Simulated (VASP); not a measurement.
Wanted: the native input for a VASP 6.6.1 run.

* Task: single point
* Functional: PBEsol
* Potentials or basis: VASP PAW PBE potentials, release 64 (Al, Pt)
* Cutoff: 520 eV
* k mesh: 8 × 8 × 6
* Occupations: gaussian, width 0.1 eV
* Spin: no spin polarisation
* Dipole correction: no
* Further INCAR settings: ALGO = Fast; EDIFF = 1e-06; NBANDS = 25

The structure of Al2Pt lies in POSCAR:

```
Al2Pt
1.0
    2.9482572945      2.9482572945      0.0000000000
   -2.9482572945      2.9482572945      0.0000000000
    0.0000000000      0.0000000000      5.6311714326
Al Pt
4 2
Direct
    0.0000000000      0.5000000000      0.7500000000
    0.5000000000      0.0000000000      0.7500000000
    0.5000000000      0.0000000000      0.2500000000
    0.0000000000      0.5000000000      0.2500000000
    0.0000000000      0.0000000000      0.0000000000
    0.5000000000      0.5000000000      0.5000000000
```

This cell differs from its parent crystal: strain along c alone, the other axes held: -4.5 %.

One way to write it, as run:

INCAR

```
PREC = Accurate
ENCUT = 520
EDIFF = 1E-6
ISMEAR = 0
SIGMA = 0.1
LREAL = False
LASPH = True
NELM = 60
ALGO = Fast
ISIF = 2
LWAVE = False
LCHARG = False
GGA = PS
NBANDS = 25
```

KPOINTS

```
regular mesh
0
Gamma
  8 8 6
```

Potentials or basis: VASP PAW PBE potentials, release 64 (Al, Pt).

The run is started by

```sh
$ cat potpaw_PBE.64/Al/POTCAR potpaw_PBE.64/Pt/POTCAR > POTCAR
$ mpirun -np 1 vasp_std > vasp.out
```

Results of the run:

```yaml
Pressure: 7.0 GPa
Band_gap_on_the_k_mesh: zero (band 16 reaches 11.60 eV, above the bottom of band 17 at 7.00 eV)
```

Caveat: the cell differs from its parent crystal (strain along c alone, the other axes held: -4.5 %); the PAW data sets were made with another functional, which shifts forces and pressure a little; spin-orbit coupling is left out, which moves the levels of the heavy elements.

Run time: 74 s on 1 thread of AMD EPYC 9R14 (Zen 4), with other jobs on the host, peak memory 0.25 GiB.
